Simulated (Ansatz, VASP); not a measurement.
## One calculation of TeAu2S3, two programs

```xyz
6
Lattice="7.6684 0.0000 0.0000 -3.8342 6.6410 0.0000 0.0000 0.0000 2.8173" Properties=species:S:1:pos:R:3 pbc="T T T"
Te    0.0000    0.0000    0.0000
S     3.8342    0.0000    1.4086
S     1.9171    3.3205    1.4086
S    -1.9171    3.3205    1.4086
Au    0.0000    4.4273    0.0000
Au    3.8342    2.2137    0.0000
```

Change from the starting cell: species swapped into the LaB2Rh3 type (P6/mmm, No. 191).

Alike in both runs: functional PBE; k mesh 2 × 2 × 3; occupations gaussian, width 0.15 eV; no spin polarisation.

Ansatz relaxed the structure, and its values are those at the end. VASP's run is a single point on that final structure, the one shown.

|  | VASP | Ansatz |
| --- | --- | --- |
| version | VASP 6.6.1 | Ansatz 0.2.0 |
| potentials or method | VASP PAW PBE potentials, release 64 (Te, S, Au), cutoff 500 eV | scalar-relativistic, plane waves, PAW |
| valence electrons in the cell | 46 | 72 |

Ansatz gave:

```
gap on the k mesh at the Fermi level (eV) : none
pressure (GPa)                            : 0.1
```

Q: Which values does VASP return?

A: gap on the k mesh at the Fermi level (eV): none; pressure (GPa): 0.0.

A gap of «none» marks a metal or a gap that the smearing closes. VASP's potentials hold 46 valence electrons a cell and Ansatz's 72, so a difference there can come from the potentials and not from the codes.

The k mesh is coarse, so the values compare programs but aren't converged. Neither program's run includes spin-orbit coupling.
